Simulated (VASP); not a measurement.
Set up this calculation in VASP 6.6.1, as the native input.

| Property | Result |
| --- | --- |
| Task | single point |
| Functional | LDA |
| Potentials or basis | VASP PAW LDA potentials, release 64 (As) |
| Cutoff | 400 eV |
| k mesh | 6 × 6 × 1 |
| Occupations | gaussian, width 0.1 eV |
| Spin | no spin polarisation |
| Dipole correction | yes |
| Further INCAR settings | ALGO = Normal; EDIFF = 1e-06; NBANDS = 12; NELMDL = -8 |

The structure of As lies in POSCAR:

```
As
1.0
    3.4427833217      0.0000000000      0.0000000000
   -1.7213916608      2.9815378163      0.0000000000
    0.0000000000      0.0000000000     28.0000000000
As
2
Direct
    0.3333333333      0.6666666667      0.5233750000
    0.6666666667      0.3333333333      0.4766250000
```

The input as run:

INCAR

```
SYSTEM = As
PREC = Accurate ; ENCUT = 400
EDIFF = 1E-6 ; ISMEAR = 0
SIGMA = 0.1 ; LREAL = .False.
LASPH = .True. ; NELM = 120
ALGO = Normal ; ISIF = 2
LWAVE = .False. ; LCHARG = .False.
LDIPOL = .True. ; IDIPOL = 3
DIPOL = 0.5 0.5 0.500 ; GGA = CA
NBANDS = 12 ; GGA_COMPAT = .False.
NELMDL = -8
```

KPOINTS

```
regular mesh
0
Gamma
  6 6 1
  0 0 0
```

Potentials or basis: VASP PAW LDA potentials, release 64 (As).

Launch:

```bash
$ cat potpaw_LDA.64/As/POTCAR > POTCAR
$ mpirun -np 1 vasp_std > vasp.out
```

It gave:

* Largest force: 1.538 eV/Å
* Band gap on the k mesh: 1.62 eV, indirect (least direct gap 2.22 eV)

Run time: 18 s on 1 thread of Intel(R) Xeon(R) 6975P-C (Granite Rapids), with other jobs on the host, peak memory 0.23 GiB.
